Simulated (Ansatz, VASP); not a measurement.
**AlNi: VASP beside Ansatz**

```
Al Ni
1.0
     2.86918   -0.05784    0.00156
    -0.05784    2.98767   -0.05042
     0.00156   -0.05042    2.87392
Al Ni
1 1
Direct
  0.99775 0.01111 0.99341
  0.49829 0.49371 0.50330
```

Alike in both runs: task single point; functional LDA; k mesh 7 × 7 × 7; occupations fermi-dirac, width 0.1 eV; collinear spin.

|  | VASP | Ansatz |
| --- | --- | --- |
| version | VASP 6.6.1 | Ansatz 0.2.0 |
| potentials or method | VASP PAW LDA potentials, release 64 (Al, Ni), cutoff 520 eV | plane waves, PAW |
| valence electrons in the cell | 13 | 21 |

|  | VASP | Ansatz | Ansatz less VASP |
| --- | --- | --- | --- |
| pressure (GPa) | -11.6 | -11.9 | -0.29 |
| traceless stress, the component that is largest in VASP (GPa) | 3.87 | 3.84 | -0.032 |
| rms of the force components (eV/Å) | 0.138 | 0.136 | -0.0021 |
| net moment per atom (μB) | 0.00 | 0.00 | 0.000 |

LDA's correlation is that of Perdew and Zunger in VASP and of Perdew and Wang (1992) in Ansatz. Atom by atom the forces differ by 0.002 eV/Å (rms over components). VASP's potentials hold 13 valence electrons a cell and Ansatz's 21, so a difference there can come from the potentials and not from the codes. Ansatz's warnings: seeded moment not kept, stress scf threshold loose.
